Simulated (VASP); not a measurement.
# BP (WC type) (P-6m2) in VASP: further runs

The runs below take BP (WC type) through electric field gradients, with PBE.

Everything below comes from runs of VASP 6.6.1. Logs are shortened: lines on timing, memory, paths and dates and some standing lists are left out, and cuts for length are marked.

## 1. The cell of the first run

Symmetry: P-6m2, No. 187, hexagonal system. The conventional cell has a = 2.969 Å, b = 2.969 Å, c = 2.626 Å, α = 90.00°, β = 90.00°, γ = 120.00°. B (site symmetry -6m2) has 6 P at 2.16 Å and 2 B at 2.63 Å within 2.9 Å. Within 2.9 Å of P (site symmetry -6m2) lie 6 B at 2.16 Å and 2 P at 2.63 Å.

## 2. Electric field gradients, PBE (volume scaled by 0.96)

File INCAR:

```
SYSTEM = BP
PREC = Accurate
ENCUT = 520
EDIFF = 1E-8
ISMEAR = -1
SIGMA = 0.08
LREAL = .False.
LASPH = .True.
NELM = 100
ALGO = Normal
ISIF = 2
LWAVE = .False.
LCHARG = .False.
GGA = PE
LEFG = .True.
NBANDS = 11
```

File KPOINTS:

```
Automatic mesh
0
Gamma
  13 13 11
  0 0 0
```

File POSCAR:

```
BP
1.0
    2.9688977355      0.0000000000      0.0000000000
   -1.4844488677      2.5711408602      0.0000000000
    0.0000000000      0.0000000000      2.6258224416
B P
1 1
Direct
    0.0000000000      0.0000000000      0.0000000000
    0.3333333333      0.6666666667      0.5000000000
```

Potentials or basis: VASP PAW PBE potentials, release 64 (B, P).

Started as:

```sh
> cat potpaw_PBE.64/B/POTCAR potpaw_PBE.64/P/POTCAR > POTCAR
> mpirun -np 1 vasp_std > vasp.out
```

OUTCAR:

```text
SYSTEM = BP
   PREC = Accurate
   ENCUT = 520
   EDIFF = 1E-8
   ISMEAR = -1
   LREAL = .False.
   LASPH = .True.
   NELM = 100
   ISIF = 2
   GGA = PE

 ion  position               nearest neighbor table
   1  0.000  0.000  0.000-   2 2.16   2 2.16   2 2.16   2 2.16   2 2.16   2 2.16
   2  0.333  0.667  0.500-   1 2.16   1 2.16   1 2.16   1 2.16   1 2.16   1 2.16

  LATTYP: Found a hexagonal cell.
 ALAT       =     2.9688977355
 C/A-ratio  =     0.8844435462

  Lattice vectors:

 A1 = (   2.9688977355,   0.0000000000,   0.0000000000)
 A2 = (  -1.4844488677,   2.5711408602,   0.0000000000)
 A3 = (   0.0000000000,   0.0000000000,   2.6258224416)

Analysis of symmetry for initial positions (statically):
=====================================================================
 Subroutine PRICEL returns:
 Original cell was already a primitive cell.

 Routine SETGRP: Setting up the symmetry group for a
 hexagonal supercell.

 Subroutine GETGRP returns: Found 12 space group operations
 (whereof 12 operations were pure point group operations)
 out of a pool of 24 trial point group operations.

The static configuration has the point symmetry D_3h.

Analysis of symmetry for dynamics (positions and initial velocities):
=====================================================================
 Subroutine PRICEL returns:
 Original cell was already a primitive cell.

 Routine SETGRP: Setting up the symmetry group for a
 hexagonal supercell.

 Subroutine GETGRP returns: Found 12 space group operations
 (whereof 12 operations were pure point group operations)
 out of a pool of 24 trial point group operations.

The dynamic configuration has the point symmetry D_3h.

 Subroutine INISYM returns: Found 12 space group operations
 (whereof 12 operations are pure point group operations),
 and found     1 'primitive' translations

----------------------------------------------------------------------------------------

                                     Primitive cell

  volume of cell :      20.0441

  direct lattice vectors                    reciprocal lattice vectors
     2.968897736  0.000000000  0.000000000     0.336825344  0.194466203  0.000000000
    -1.484448868  2.571140860  0.000000000     0.000000000  0.388932406  0.000000000
     0.000000000  0.000000000  2.625822442     0.000000000  0.000000000  0.380833062

  length of vectors
     2.968897736  2.968897735  2.625822442     0.388932406  0.388932406  0.380833062

  position of ions in fractional coordinates (direct lattice)
     0.000000000  0.000000000  0.000000000
     0.333333333  0.666666667  0.500000000

  ion indices of the primitive-cell ions
   primitive index   ion index
                 1           1
                 2           2

----------------------------------------------------------------------------------------

 KPOINTS: Automatic mesh

Automatic generation of k-mesh.
 Grid dimensions read from file:
 generate k-points for:   13   13   11

 Generating k-lattice:

  Cartesian coordinates                     Fractional coordinates (reciprocal lattice)
     0.025909642  0.014958939  0.000000000     0.076923077 -0.000000000  0.000000000
     0.000000000  0.029917877  0.000000000     0.000000000  0.076923077  0.000000000
     0.000000000  0.000000000  0.034621187     0.000000000  0.000000000  0.090909091

  Length of vectors
     0.029917877  0.029917877  0.034621187

  Shift w.r.t. Gamma in fractional coordinates (k-lattice)
     0.000000000  0.000000000  0.000000000

 Subroutine IBZKPT returns following result:
 ===========================================

 Found    126 irreducible k-points:

 Following reciprocal coordinates:
            Coordinates               Weight
  0.000000  0.000000  0.000000      1.000000
  0.076923  0.000000  0.000000      6.000000
  0.153846  0.000000  0.000000      6.000000
  0.230769  0.000000  0.000000      6.000000
  0.307692  0.000000  0.000000      6.000000
  0.384615  0.000000  0.000000      6.000000
[... 16 lines left out ...]
  0.076923  0.000000  0.090909     12.000000
  0.153846  0.000000  0.090909     12.000000
 [... further k-points ...]
   k-points           NKPTS =    126   k-points in BZ     NKDIM =    126   number of bands    NBANDS=     11
   number of dos      NEDOS =    301   number of ions     NIONS =      2
   total plane-waves  NPLWV =  11520
   dimension x,y,z NGX =    24 NGY =   24 NGZ =   20
   dimension x,y,z NGXF=    48 NGYF=   48 NGZF=   40
   ions per type =               1   1
   NGX,Y,Z   is equivalent  to a cutoff of  13.44, 13.44, 12.66 a.u.
   NGXF,Y,Z  is equivalent  to a cutoff of  26.88, 26.88, 25.32 a.u.
 SYSTEM =  BP
   PREC   = accura    normal or accurate (medium, high low for compatibility)
   ISTART =      0    job   : 0-new  1-cont  2-samecut
   ICHARG =      2    charge: 1-file 2-atom 10-const
   ISPIN  =      1    spin polarized calculation?
   LNONCOLLINEAR =      F non collinear calculations
   LSORBIT =      F    spin-orbit coupling
   LASPH  =      T    aspherical Exc in radial PAW
   ENCUT  =  520.0 eV  38.22 Ry    6.18 a.u.   5.52  5.52  4.88*2*pi/ulx,y,z
   NELM   =    100;   NELMIN=  2; NELMDL= -5     # of ELM steps
   EDIFF  = 0.1E-07   stopping-criterion for ELM
   LREAL  =      F    real-space projection
   EDIFFG = 0.1E-06   stopping-criterion for IOM
   NSW    =      0    number of steps for IOM
   IBRION =     -1    ionic relax: 0-MD 1-quasi-New 2-CG
   NFREE  =      0    steps in history (QN), initial steepest desc. (CG)
   ISIF   =      2    stress and relaxation
   ISYM   =      2    0-nonsym 1-usesym 2-fastsym
   POTIM  = 0.5000    time-step for ionic-motion
   TEBEG  =    0.0;   TEEND  =   0.0 temperature during run
   PSTRESS=    0.0 pullay stress
   NELECT =       8.0000    total number of electrons
   NUPDOWN=      -1.0000    fix difference up-down
   EMIN   =  10.00;   EMAX   =-10.00  energy-range for DOS
   EFERMI =   0.00;   METHOD = LEGACY
   ISMEAR =    -1;   SIGMA  =   0.08  broadening in eV -4-tet -1-fermi 0-gaus
   EFERMI_NEDOS =   21; number of points for ismear=-14 and -15
   IALGO  =     38    algorithm
   IMIX   =      4    mixing-type and parameters
     AMIX     =   0.40;   BMIX     =  1.00
     AMIX_MAG =   1.60;   BMIX_MAG =  1.00
  volume/ion in A,a.u.               =      10.02        67.63
  Fermi-wavevector in a.u.,A,eV,Ry     =   1.205339  2.277761 19.767129  1.452843
  Thomas-Fermi vector in A             =   2.341039
   LORBIT       =      0    0 simple, 1 ext, 2 COOP (PROOUT), +10 PAW based schemes
   GGA     = PE    functional components
   LHFCALC =     F    Hartree Fock is set to
   AEXX    =    0.0000 exact exchange contribution
   IVDW    =     0    specifies the selected vdW correction
   LEPSILON=     F    determine dielectric tensor
   LRPA    =     F    only Hartree local field effects (RPA)
 non-spin polarized calculation
  energy-cutoff  :      520.00
  volume of cell :       20.04
 maximum number of plane-waves:       573
 NGX is ok and might be reduce to    24
   NGX = 11   NGY = 11   NGZ =  9

 number of electron       8.0000000 magnetization

 Free energy of the ion-electron system (eV)
  ---------------------------------------------------
  ext. energy  EPLUGINS =         0.00000000
  ---------------------------------------------------
  free energy    TOTEN  =       -10.32242018 eV

  energy without entropy =      -10.30690063  energy(sigma->0) =      -10.31466040

 E-fermi :   9.7624     XC(G=0): -11.9340

 val. band max:        9.7513008443   @ k =   0.1538   0.1538   0.4545
 cond. band min:       9.7798705862   @ k =   0.2308   0.1538   0.3636
 fundamental gap:      0.0285697420
 Fermi energy:         9.7623791817

 k-point     1 :       0.0000    0.0000    0.0000
  band No.  band energies     occupation
      1      -7.3599      2.00000
      2       9.0380      1.99977
      3       9.0380      1.99977
      4       9.3287      1.99120
      5      13.9359      0.00000
      6      13.9359      0.00000
      7      14.5375      0.00000
      8      14.8880      0.00000
      9      21.6229      0.00000
     10      23.0202      0.00000
     11      27.8442      0.00000

 k-point     2 :       0.0769    0.0000    0.0000
  band No.  band energies     occupation
      1      -7.2442      2.00000
      2       8.1406      2.00000
      3       8.7189      2.00000
      4       9.4328      1.96804
      5      13.6285      0.00000
      6      14.4479      0.00000
      7      14.9804      0.00000
      8      15.4321      0.00000
      9      22.1322      0.00000
     10      22.4932      0.00000
     11      27.7180      0.00000

 k-point     3 :       0.1538    0.0000    0.0000
  band No.  band energies     occupation
      1      -6.8990      2.00000
      2       6.3020      2.00000
      3       8.0349      2.00000
      4       9.7423      1.12479
      5      12.9866      0.00000
      6      15.2624      0.00000
      7      15.6930      0.00000
      8      17.1981      0.00000
      9      21.2474      0.00000
     10      23.1166      0.00000
     11      27.4219      0.00000

 k-point     4 :       0.2308    0.0000    0.0000
  band No.  band energies     occupation
      1      -6.3303      2.00000
      2       4.2795      2.00000
      3       7.3233      2.00000
      4      10.2476      0.00463
      5      12.3007      0.00000
      6      15.7118      0.00000
      7      17.2732      0.00000
      8      19.1154      0.00000
      9      19.7274      0.00000
     10      23.4215      0.00000
     11      27.1497      0.00000
[... 239 lines left out ...]
 k-point    22 :       0.0000    0.0000    0.0909
  band No.  band energies     occupation
      1      -7.2000      2.00000
      2       7.8938      2.00000
      3       9.1902      1.99843
      4       9.1902      1.99843
      5      14.0564      0.00000
      6      14.0564      0.00000
      7      14.6978      0.00000
      8      16.4038      0.00000
      9      21.6687      0.00000
     10      22.9847      0.00000
     11      25.5951      0.00000

 k-point    23 :       0.0769    0.0000    0.0909
  band No.  band energies     occupation
      1      -7.0843      2.00000
      2       7.9322      2.00000
      3       8.3695      2.00000
      4       8.8723      1.99997
      5      13.7715      0.00000
      6      14.5585      0.00000
      7      15.4820      0.00000
      8      16.5646      0.00000
      9      21.5544      0.00000
     10      22.9059      0.00000
     11      25.3917      0.00000

 k-point    24 :       0.1538    0.0000    0.0909
  band No.  band energies     occupation
      1      -6.7390      2.00000
      2       6.4305      2.00000
      3       8.1905      2.00000
      4       8.3586      2.00000
      5      13.1341      0.00000
      6      15.7694      0.00000
      7      16.4716      0.00000
      8      17.5312      0.00000
      9      20.3906      0.00000
     10      23.6773      0.00000
     11      24.9678      0.00000

 [... further k-points ...]
[... 5 lines left out ...]
  --------------------------------------------------------------------------------------
  -------------------------------------------------------------------------------------
  Total        0.7623805      0.7623805      0.7959036      0.0000000      0.0000000      0.0000000
  in kB       60.9390833     60.9390833     63.6186680      0.0000000      0.0000000      0.0000000
  external PRESSURE =      61.8322782 kB  Pullay stress =       0.0000000 kB

 VOLUME and BASIS-vectors are now :
 -----------------------------------------------------------------------------
  energy-cutoff  :      520.00
  volume of cell :       20.04
      direct lattice vectors                 reciprocal lattice vectors
     2.968897736  0.000000000  0.000000000     0.336825344  0.194466203  0.000000000
    -1.484448868  2.571140860  0.000000000     0.000000000  0.388932406  0.000000000
     0.000000000  0.000000000  2.625822442     0.000000000  0.000000000  0.380833062

 POSITION                                       TOTAL-FORCE (eV/Angst)
 -----------------------------------------------------------------------------------
      0.00000      0.00000      0.00000        -0.000000      0.000000      0.000000
     -0.00000      1.71409      1.31291         0.000000     -0.000000      0.000000
 -----------------------------------------------------------------------------------
    total drift:                                0.000000     -0.000000     -0.000000

  FREE ENERGIE OF THE ION-ELECTRON SYSTEM (eV)
  ---------------------------------------------------
  free  energy   TOTEN  =       -10.3224201773 eV

  energy  without entropy=      -10.3069006265  energy(sigma->0) =      -10.31466040

 Electric field gradients (V/A^2)
---------------------------------------------------------------------
 ion       V_xx      V_yy      V_zz      V_xy      V_xz      V_yz
---------------------------------------------------------------------
   1      -2.571    -2.571     5.142     0.000    -0.000     0.000
   2     -12.494   -12.495    24.989    -0.000     0.000    -0.000
---------------------------------------------------------------------

 Electric field gradients after diagonalization (V/A^2)
 (convention: |V_zz| > |V_xx| > |V_yy|)
----------------------------------------------------------------------
 ion       V_xx      V_yy      V_zz     asymmetry (V_yy - V_xx)/ V_zz
----------------------------------------------------------------------
   1      -2.571    -2.571     5.142       0.000
   2     -12.495   -12.494    24.989       0.000
----------------------------------------------------------------------

           NMR quadrupolar parameters

 Cq : quadrupolar parameter    Cq=e*Q*V_zz/h
 eta: asymmetry parameters     (V_yy - V_xx)/ V_zz
 Q  : nuclear electric quadrupole moment in mb (millibarn)
----------------------------------------------------------------------
 ion       Cq(MHz)       eta       Q (mb)
----------------------------------------------------------------------
   1       0.012       0.000       1.000
   2       0.060       0.000       1.000
----------------------------------------------------------------------
```

Run time: 43 s. Hardware: 1 thread of AMD EPYC 7R13, shared host; peak memory 0.12 GiB.

Results:

* Free energy: -10.3224 eV
* Pressure: 6.2 GPa
* Band gap on the k mesh: zero (band 4 reaches 13.41 eV, above the bottom of band 5 at 6.04 eV)

Stress tensor (GPa, compression positive):
```
6.09 0.00 0.00
0.00 6.09 0.00
0.00 0.00 6.36
```

Levels at points of the mesh, in eV from the Fermi level:
| k point | band 1 | band 2 | band 3 | band 4 | band 5 | band 6 | band 7 | band 8 | band 9 |
| --- | --- | --- | --- | --- | --- | --- | --- | --- | --- |
| (0.00, 0.00, 0.00) | -17.12 | -0.72 | -0.72 | -0.43 | 4.17 | 4.17 | 4.78 | 5.13 | 11.86 |

Electric field gradients, principal values (V/Å²):
| atom | least | middle | greatest (by size) |
| --- | --- | --- | --- |
| 1 B | -2.571 | -2.571 | 5.142 |
| 2 P | -12.494 | -12.495 | 24.989 |

Caveat: without QUAD_EFG the Cq values of the log hold for a quadrupole moment of 1 mb, not for the nuclei.

## 3. Electric field gradients, PBE (volume scaled by 0.98)

File INCAR:

```
SYSTEM = BP
PREC = Accurate ; ENCUT = 520
EDIFF = 1E-8 ; ISMEAR = -1
SIGMA = 0.08 ; LREAL = .FALSE.
LASPH = .TRUE. ; NELM = 80
ALGO = Normal ; ISIF = 2
LWAVE = .FALSE. ; LCHARG = .FALSE.
GGA = PE ; LEFG = .TRUE.
NBANDS = 11
```

File KPOINTS:

```
regular mesh
0
G
  13 13 11
  0 0 0
```

File POSCAR:

```
BP
1.0
    2.9893735393      0.0000000000      0.0000000000
   -1.4946867696      2.5888734264      0.0000000000
    0.0000000000      0.0000000000      2.6439321342
B P
1 1
Direct
    0.0000000000      0.0000000000      0.0000000000
    0.3333333333      0.6666666667      0.5000000000
```

Potentials or basis: VASP PAW PBE potentials, release 64 (B, P).

Started as:

```sh
> cat potpaw_PBE.64/B/POTCAR potpaw_PBE.64/P/POTCAR > POTCAR
> mpirun -np 1 vasp_std > vasp.out
```

OUTCAR:

```text
SYSTEM = BP
   PREC = Accurate
   ENCUT = 520
   EDIFF = 1E-8
   ISMEAR = -1
   LREAL = .FALSE.
   LASPH = .TRUE.
   NELM = 80
   ISIF = 2
   GGA = PE

 ion  position               nearest neighbor table
   1  0.000  0.000  0.000-   2 2.17   2 2.17   2 2.17   2 2.17   2 2.17   2 2.17
   2  0.333  0.667  0.500-   1 2.17   1 2.17   1 2.17   1 2.17   1 2.17   1 2.17

  LATTYP: Found a hexagonal cell.
 ALAT       =     2.9893735393
 C/A-ratio  =     0.8844435463

  Lattice vectors:

 A1 = (   2.9893735393,   0.0000000000,   0.0000000000)
 A2 = (  -1.4946867696,   2.5888734264,   0.0000000000)
[... 549 lines left out ...]
  free  energy   TOTEN  =       -10.3342610811 eV

  energy  without entropy=      -10.3184647925  energy(sigma->0) =      -10.32636294

 Electric field gradients (V/A^2)
---------------------------------------------------------------------
 ion       V_xx      V_yy      V_zz      V_xy      V_xz      V_yz
---------------------------------------------------------------------
   1      -2.450    -2.449     4.899     0.000     0.000    -0.000
   2     -12.374   -12.374    24.748    -0.000     0.000    -0.000
---------------------------------------------------------------------

 Electric field gradients after diagonalization (V/A^2)
 (convention: |V_zz| > |V_xx| > |V_yy|)
----------------------------------------------------------------------
 ion       V_xx      V_yy      V_zz     asymmetry (V_yy - V_xx)/ V_zz
----------------------------------------------------------------------
   1      -2.450    -2.449     4.899       0.000
   2     -12.374   -12.374    24.748       0.000
----------------------------------------------------------------------

           NMR quadrupolar parameters

 Cq : quadrupolar parameter    Cq=e*Q*V_zz/h
 eta: asymmetry parameters     (V_yy - V_xx)/ V_zz
 Q  : nuclear electric quadrupole moment in mb (millibarn)
----------------------------------------------------------------------
 ion       Cq(MHz)       eta       Q (mb)
----------------------------------------------------------------------
   1       0.012       0.000       1.000
   2       0.060       0.000       1.000
----------------------------------------------------------------------
```

OSZICAR:

```text
N       E                     dE             d eps       ncg     rms          rms(c)
DAV:   1     0.947677173976E+01    0.94768E+01   -0.40496E+03  2780   0.669E+02
DAV:   2    -0.100340672765E+02   -0.19511E+02   -0.18772E+02  3593   0.107E+02
DAV:   3    -0.105471758469E+02   -0.51311E+00   -0.50884E+00  3617   0.148E+01
DAV:   4    -0.105487380220E+02   -0.15622E-02   -0.15620E-02  3230   0.930E-01
DAV:   5    -0.105487438263E+02   -0.58044E-05   -0.58053E-05  3426   0.569E-02    0.641E+00
DAV:   6    -0.103492476394E+02    0.19950E+00   -0.60026E-01  3259   0.306E+00    0.353E+00
DAV:   7    -0.103359468357E+02    0.13301E-01   -0.69193E-02  3619   0.134E+00    0.129E+00
DAV:   8    -0.103342100013E+02    0.17368E-02   -0.55614E-03  3187   0.419E-01    0.108E-01
DAV:   9    -0.103342473974E+02   -0.37396E-04   -0.32175E-04  3331   0.110E-01    0.388E-02
DAV:  10    -0.103342607810E+02   -0.13384E-04   -0.25262E-05  3206   0.347E-02    0.126E-02
DAV:  11    -0.103342609616E+02   -0.18060E-06   -0.13392E-06  3632   0.634E-03    0.344E-03
DAV:  12    -0.103342610894E+02   -0.12778E-06   -0.20723E-07  3173   0.282E-03    0.679E-04
DAV:  13    -0.103342610811E+02    0.82877E-08   -0.64385E-09  2091   0.554E-04
   1 F= -.10334261E+02 E0= -.10326363E+02  d E =-.157963E-01
```

Wall time 40 s (1 thread of AMD EPYC 7R13, shared host); peak memory 0.12 GiB.

Results:

```
Free energy            : -10.3343 eV
Pressure               : 2.8 GPa
Band gap on the k mesh : zero (band 4 reaches 13.09 eV, above the bottom of band 5 at 5.85 eV)
```

Electric field gradients, principal values (V/Å²):
```
atom    least   middle  greatest (by size)
 1 B   -2.449   -2.450               4.899
 2 P  -12.374  -12.374              24.748
```

Caveat: without QUAD_EFG the Cq values of the log hold for a quadrupole moment of 1 mb, not for the nuclei.

[end of part 1 of 2]
